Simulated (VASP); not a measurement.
# CsRb2AlI6 (Fm-3m) in VASP: notebook

CsRb2AlI6 is run at these levels: LDA; tasks: single point.

All numbers are computed with VASP 6.6.1; they aren't measurements. Logs are shortened: lines on timing, memory, paths and dates and some standing lists are left out, and cuts for length are marked.

### 1 The cell of the first run

It takes space group Fm-3m (No. 225, cubic). The conventional cell has a = 12.753 Å, b = 12.753 Å, c = 12.753 Å, α = 90.00°, β = 90.00°, γ = 90.00°. Within 4.7 Å of Cs (site symmetry m-3m) lie 6 I at 3.60 Å. Within 3.7 Å of Al (site symmetry m-3m) lie 6 I at 2.78 Å. I (site symmetry 4mm) has 1 Al at 2.78 Å and 1 Cs at 3.60 Å within 3.7 Å.

### 2 Single point, LDA

Contents of INCAR:

```
SYSTEM = CsRb2AlI6
PREC = Accurate
ENCUT = 520
EDIFF = 1E-6
ISMEAR = 0
SIGMA = 0.01
LREAL = .FALSE.
LASPH = .TRUE.
NELM = 60
ALGO = Normal
ISIF = 2
LWAVE = .FALSE.
LCHARG = .FALSE.
GGA = CA
NBANDS = 47
```

Contents of KPOINTS:

```
regular mesh
0
G
  3 3 3
  0 0 0
```

Contents of POSCAR:

```
CsRb2AlI6
1.0
    0.0000000000      6.3764280000      6.3764280000
    6.3764280000      0.0000000000      6.3764280000
    6.3764280000      6.3764280000      0.0000000000
Cs Rb Al I
1 2 1 6
Direct
    0.5000000000      0.5000000000      0.5000000000
    0.7500000000      0.7500000000      0.7500000000
    0.2500000000      0.2500000000      0.2500000000
    0.0000000000      0.0000000000      0.0000000000
    0.7822880000      0.2177120000      0.2177120000
    0.2177120000      0.2177120000      0.7822880000
    0.2177120000      0.7822880000      0.7822880000
    0.2177120000      0.7822880000      0.2177120000
    0.7822880000      0.2177120000      0.7822880000
    0.7822880000      0.7822880000      0.2177120000
```

Potentials or basis: VASP PAW LDA potentials, release 64 (Cs_sv, Rb_sv, Al, I).

On the command line:

```
cat potpaw_LDA.64/Cs_sv/POTCAR potpaw_LDA.64/Rb_sv/POTCAR potpaw_LDA.64/Al/POTCAR potpaw_LDA.64/I/POTCAR > POTCAR
mpirun -np 1 vasp_std > vasp.out
```

OUTCAR:

```text
SYSTEM = CsRb2AlI6
   PREC = Accurate
   ENCUT = 520
   EDIFF = 1E-6
   ISMEAR = 0
   LREAL = .FALSE.
   LASPH = .TRUE.
   NELM = 60
   ISIF = 2
   GGA = CA

 ion  position               nearest neighbor table
   1  0.500  0.500  0.500-
   2  0.750  0.750  0.750-   7 4.53   9 4.53  10 4.53   5 4.53   8 4.53  10 4.53   5 4.53   6 4.53
                             9 4.53   6 4.53   7 4.53   8 4.53
   3  0.250  0.250  0.250-   5 4.53   9 4.53  10 4.53   7 4.53   8 4.53  10 4.53   6 4.53   7 4.53
                             9 4.53   5 4.53   6 4.53   8 4.53
   4  0.000  0.000  0.000-   5 2.78   6 2.78   7 2.78   8 2.78   9 2.78  10 2.78
   5  0.782  0.218  0.218-   4 2.78   2 4.53   3 4.53   2 4.53   3 4.53
   6  0.218  0.218  0.782-   4 2.78   2 4.53   3 4.53   2 4.53   3 4.53
   7  0.218  0.782  0.782-   4 2.78   2 4.53   2 4.53   3 4.53   3 4.53
   8  0.218  0.782  0.218-   4 2.78   2 4.53   3 4.53   2 4.53   3 4.53
   9  0.782  0.218  0.782-   4 2.78   2 4.53   2 4.53   3 4.53   3 4.53
  10  0.782  0.782  0.218-   4 2.78   2 4.53   2 4.53   3 4.53   3 4.53

  LATTYP: Found a face centered cubic cell.
 ALAT       =    12.7528560000

  Lattice vectors:

 A1 = (   0.0000000000,   6.3764280000,   6.3764280000)
 A2 = (   6.3764280000,   0.0000000000,   6.3764280000)
 A3 = (   6.3764280000,   6.3764280000,   0.0000000000)

Analysis of symmetry for initial positions (statically):
=====================================================================
 Subroutine PRICEL returns:
 Original cell was already a primitive cell.

 Routine SETGRP: Setting up the symmetry group for a
 face centered cubic supercell.

 Subroutine GETGRP returns: Found 48 space group operations
 (whereof 48 operations were pure point group operations)
 out of a pool of 48 trial point group operations.

The static configuration has the point symmetry O_h .

Analysis of symmetry for dynamics (positions and initial velocities):
=====================================================================
 Subroutine PRICEL returns:
 Original cell was already a primitive cell.

 Routine SETGRP: Setting up the symmetry group for a
 face centered cubic supercell.

 Subroutine GETGRP returns: Found 48 space group operations
 (whereof 48 operations were pure point group operations)
 out of a pool of 48 trial point group operations.

The dynamic configuration has the point symmetry O_h .

 Subroutine INISYM returns: Found 48 space group operations
 (whereof 48 operations are pure point group operations),
 and found     1 'primitive' translations

----------------------------------------------------------------------------------------

                                     Primitive cell

  volume of cell :     518.5163

  direct lattice vectors                    reciprocal lattice vectors
     0.000000000  6.376428000  6.376428000    -0.078413808  0.078413808  0.078413808
     6.376428000  0.000000000  6.376428000     0.078413808 -0.078413808  0.078413808
     6.376428000  6.376428000  0.000000000     0.078413808  0.078413808 -0.078413808

  length of vectors
     9.017630957  9.017630957  9.017630957     0.135816699  0.135816699  0.135816699

  position of ions in fractional coordinates (direct lattice)
     0.500000000  0.500000000  0.500000000
     0.750000000  0.750000000  0.750000000
     0.250000000  0.250000000  0.250000000
     0.000000000  0.000000000  0.000000000
     0.782288000  0.217712000  0.217712000
     0.217712000  0.217712000  0.782288000
     0.217712000  0.782288000  0.782288000
     0.217712000  0.782288000  0.217712000
     0.782288000  0.217712000  0.782288000
     0.782288000  0.782288000  0.217712000

  ion indices of the primitive-cell ions
   primitive index   ion index
                 1           1
                 2           2
                 3           3
                 4           4
                 5           5
                 6           6
                 7           7
                 8           8
                 9           9
                10          10

----------------------------------------------------------------------------------------

 KPOINTS: regular mesh

Automatic generation of k-mesh.
 Grid dimensions read from file:
 generate k-points for:    3    3    3

 Generating k-lattice:

  Cartesian coordinates                     Fractional coordinates (reciprocal lattice)
    -0.026137936  0.026137936  0.026137936     0.333333333  0.000000000  0.000000000
     0.026137936 -0.026137936  0.026137936     0.000000000  0.333333333  0.000000000
     0.026137936  0.026137936 -0.026137936     0.000000000  0.000000000  0.333333333

  Length of vectors
     0.045272233  0.045272233  0.045272233

  Shift w.r.t. Gamma in fractional coordinates (k-lattice)
     0.000000000  0.000000000  0.000000000

 Subroutine IBZKPT returns following result:
 ===========================================

 Found      4 irreducible k-points:

 Following reciprocal coordinates:
            Coordinates               Weight
  0.000000  0.000000  0.000000      1.000000
  0.333333  0.000000  0.000000      8.000000
  0.333333  0.333333  0.000000      6.000000
 -0.333333  0.333333  0.000000     12.000000
   k-points           NKPTS =      4   k-points in BZ     NKDIM =      4   number of bands    NBANDS=     47
   number of dos      NEDOS =    301   number of ions     NIONS =     10
   total plane-waves  NPLWV = 343000
   dimension x,y,z NGX =    70 NGY =   70 NGZ =   70
   dimension x,y,z NGXF=   140 NGYF=  140 NGZF=  140
   ions per type =               1   2   1   6
   NGX,Y,Z   is equivalent  to a cutoff of  12.90, 12.90, 12.90 a.u.
   NGXF,Y,Z  is equivalent  to a cutoff of  25.81, 25.81, 25.81 a.u.
 SYSTEM =  CsRb2AlI6
   PREC   = accura    normal or accurate (medium, high low for compatibility)
   ISTART =      0    job   : 0-new  1-cont  2-samecut
   ICHARG =      2    charge: 1-file 2-atom 10-const
   ISPIN  =      1    spin polarized calculation?
   LNONCOLLINEAR =      F non collinear calculations
   LSORBIT =      F    spin-orbit coupling
   LASPH  =      T    aspherical Exc in radial PAW
   ENCUT  =  520.0 eV  38.22 Ry    6.18 a.u.  16.77 16.77 16.77*2*pi/ulx,y,z
   NELM   =     60;   NELMIN=  2; NELMDL= -5     # of ELM steps
   EDIFF  = 0.1E-05   stopping-criterion for ELM
   LREAL  =      F    real-space projection
   EDIFFG = 0.1E-04   stopping-criterion for IOM
   NSW    =      0    number of steps for IOM
   IBRION =     -1    ionic relax: 0-MD 1-quasi-New 2-CG
   NFREE  =      0    steps in history (QN), initial steepest desc. (CG)
   ISIF   =      2    stress and relaxation
   ISYM   =      2    0-nonsym 1-usesym 2-fastsym
   POTIM  = 0.5000    time-step for ionic-motion
   TEBEG  =    0.0;   TEEND  =   0.0 temperature during run
   PSTRESS=    0.0 pullay stress
   NELECT =      72.0000    total number of electrons
   NUPDOWN=      -1.0000    fix difference up-down
   EMIN   =  10.00;   EMAX   =-10.00  energy-range for DOS
   EFERMI =   0.00;   METHOD = LEGACY
   ISMEAR =     0;   SIGMA  =   0.01  broadening in eV -4-tet -1-fermi 0-gaus
   EFERMI_NEDOS =   21; number of points for ismear=-14 and -15
   IALGO  =     38    algorithm
   IMIX   =      4    mixing-type and parameters
     AMIX     =   0.40;   BMIX     =  1.00
     AMIX_MAG =   1.60;   BMIX_MAG =  1.00
  volume/ion in A,a.u.               =      51.85       349.91
  Fermi-wavevector in a.u.,A,eV,Ry     =   0.847744  1.602004  9.778104  0.718670
  Thomas-Fermi vector in A             =   1.963298
   LORBIT       =      0    0 simple, 1 ext, 2 COOP (PROOUT), +10 PAW based schemes
   GGA     = CA    functional components
   LHFCALC =     F    Hartree Fock is set to
   AEXX    =    0.0000 exact exchange contribution
   IVDW    =     0    specifies the selected vdW correction
   LEPSILON=     F    determine dielectric tensor
   LRPA    =     F    only Hartree local field effects (RPA)
 non-spin polarized calculation
 Gauss-broadening in eV      SIGMA  =   0.01
  energy-cutoff  :      520.00
  volume of cell :      518.52
 maximum number of plane-waves:     14024
 NGX is ok and might be reduce to    70
   NGX = 33   NGY = 33   NGZ = 33

 number of electron      71.9999997 magnetization

 Free energy of the ion-electron system (eV)
  ---------------------------------------------------
  ext. energy  EPLUGINS =         0.00000000
  ---------------------------------------------------
  free energy    TOTEN  =       -29.61353132 eV

  energy without entropy =      -29.61353132  energy(sigma->0) =      -29.61353132

 E-fermi :   0.1623     XC(G=0):  -7.2159

 val. band max:        0.0778352139   @ k =   0.0000   0.0000   0.0000
 cond. band min:       2.0241284191   @ k =   0.0000   0.0000   0.0000
 fundamental gap:      1.9462932052
 Fermi energy:         0.1622518792

 k-point     1 :       0.0000    0.0000    0.0000
  band No.  band energies     occupation
      1     -26.4045      2.00000
      2     -26.4044      2.00000
      3     -20.4407      2.00000
      4     -11.6883      2.00000
      5     -11.1625      2.00000
      6     -11.1625      2.00000
[... 39 lines left out ...]
     46       4.9140      0.00000
     47       4.9140      0.00000

 k-point     2 :       0.3333    0.0000    0.0000
  band No.  band energies     occupation
      1     -26.4045      2.00000
      2     -26.4044      2.00000
      3     -20.4407      2.00000
      4     -11.6940      2.00000
      5     -11.1618      2.00000
      6     -11.1393      2.00000
[... 39 lines left out ...]
     46       5.3950      0.00000
     47       5.3950      0.00000

 k-point     3 :       0.3333    0.3333    0.0000
  band No.  band energies     occupation
      1     -26.4045      2.00000
      2     -26.4044      2.00000
      3     -20.4407      2.00000
      4     -11.6822      2.00000
      5     -11.1708      2.00000
      6     -11.1708      2.00000
[... 39 lines left out ...]
     46       5.3760      0.00000
     47       5.5499      0.00000

 k-point     4 :      -0.3333    0.3333    0.0000
  band No.  band energies     occupation
      1     -26.4044      2.00000
      2     -26.4044      2.00000
      3     -20.4407      2.00000
      4     -11.6842      2.00000
      5     -11.1699      2.00000
      6     -11.1581      2.00000
[... 39 lines left out ...]
     46       5.5941      0.00000
     47       5.7100      0.00000

------------------------ aborting loop because EDIFF is reached ----------------------------------------

  FORCE on cell =-STRESS in cart. coord.  units (eV):
  Direction    XX          YY          ZZ          XY          YZ          ZX
  --------------------------------------------------------------------------------------
  -------------------------------------------------------------------------------------
  Total       -4.8916072     -4.8916072     -4.8916072      0.0000000     -0.0000000      0.0000000
  in kB      -15.1147089    -15.1147089    -15.1147089      0.0000000     -0.0000000      0.0000000
  external PRESSURE =     -15.1147089 kB  Pullay stress =       0.0000000 kB

 VOLUME and BASIS-vectors are now :
 -----------------------------------------------------------------------------
  energy-cutoff  :      520.00
  volume of cell :      518.52
      direct lattice vectors                 reciprocal lattice vectors
     0.000000000  6.376428000  6.376428000    -0.078413808  0.078413808  0.078413808
     6.376428000  0.000000000  6.376428000     0.078413808 -0.078413808  0.078413808
     6.376428000  6.376428000  0.000000000     0.078413808  0.078413808 -0.078413808

 POSITION                                       TOTAL-FORCE (eV/Angst)
 -----------------------------------------------------------------------------------
      6.37643      6.37643      6.37643        -0.000000     -0.000000      0.000000
      9.56464      9.56464      9.56464        -0.000000     -0.000000      0.000000
      3.18821      3.18821      3.18821        -0.000000     -0.000000      0.000000
      0.00000      0.00000      0.00000        -0.000000     -0.000000      0.000000
      2.77645      6.37643      6.37643        -0.146470     -0.000000      0.000000
      6.37643      6.37643      2.77645        -0.000000     -0.000000     -0.146470
      9.97641      6.37643      6.37643         0.146470     -0.000000      0.000000
      6.37643      2.77645      6.37643        -0.000000     -0.146470      0.000000
      6.37643      9.97641      6.37643        -0.000000      0.146470      0.000000
      6.37643      6.37643      9.97641        -0.000000     -0.000000      0.146470
 -----------------------------------------------------------------------------------
    total drift:                               -0.000000     -0.000000      0.000000

  FREE ENERGIE OF THE ION-ELECTRON SYSTEM (eV)
  ---------------------------------------------------
  free  energy   TOTEN  =       -29.6135313150 eV

  energy  without entropy=      -29.6135313150  energy(sigma->0) =      -29.61353132
```

It took 79 s on 1 thread of Intel Xeon 6975P-C (Granite Rapids), shared host; peak memory 0.55 GiB.

Results:

```yaml
Free_energy: -29.6135 eV
Pressure: -1.5 GPa
Largest_force: 0.146 eV/Å
Band_gap_on_the_k_mesh: 1.95 eV
```

Forces on the atoms (eV/Å):
```
Cs   0.000  0.000  0.000
Rb   0.000  0.000  0.000
Rb   0.000  0.000  0.000
Al   0.000  0.000  0.000
I   -0.146  0.000  0.000
I    0.000  0.000 -0.146
I    0.146  0.000  0.000
I    0.000 -0.146  0.000
I    0.000  0.146  0.000
I    0.000  0.000  0.146
```

Caveat: spin-orbit coupling is left out, which moves the levels of the heavy elements; an odd mesh through Γ misses points on the zone boundary, where band edges can lie.

### 3 Single point, LDA

Contents of INCAR:

```
SYSTEM = CsRb2AlI6
PREC = Accurate ; ENCUT = 520
EDIFF = 1E-6 ; ISMEAR = 0
SIGMA = 0.01 ; LREAL = .False.
LASPH = .True. ; NELM = 80
ALGO = Normal ; ISIF = 2
LWAVE = .False. ; LCHARG = .False.
NBANDS = 47
```

Contents of KPOINTS:

```
Automatic mesh
0
Gamma
  3 3 3
  0 0 0
```

POSCAR is that of step 2.

Potentials or basis: VASP PAW LDA potentials, release 64 (Cs_sv, Rb_sv, Al, I).

On the command line:

```
cat potpaw_LDA.64/Cs_sv/POTCAR potpaw_LDA.64/Rb_sv/POTCAR potpaw_LDA.64/Al/POTCAR potpaw_LDA.64/I/POTCAR > POTCAR
mpirun -np 1 vasp_std > vasp.out
```

It took 80 s on 1 thread of Intel Xeon 6975P-C (Granite Rapids), shared host; peak memory 0.55 GiB.

The run converged. Its results:

```
Free energy            : -29.6135 eV
Pressure               : -1.5 GPa
Largest force          : 0.146 eV/Å
Band gap on the k mesh : 1.95 eV
```

Forces in eV/Å, atoms in the order of the input:
```
Cs   0.000  0.000  0.000
Rb   0.000  0.000  0.000
Rb   0.000  0.000  0.000
Al   0.000  0.000  0.000
I   -0.146  0.000  0.000
I    0.000  0.000 -0.146
I    0.146  0.000  0.000
I    0.000 -0.146  0.000
I    0.000  0.146  0.000
I    0.000  0.000  0.146
```

Levels at points of the mesh, in eV from the valence-band top:
```tsv
k point	band 33	band 34	band 35	band 36	band 37	band 38	band 39	band 40
(0.00, 0.00, 0.00)	-0.51	0.00	0.00	0.00	1.95	2.92	3.65	4.48
```

Caveat: spin-orbit coupling is left out, which moves the levels of the heavy elements; an odd mesh through Γ misses points on the zone boundary, where band edges can lie.
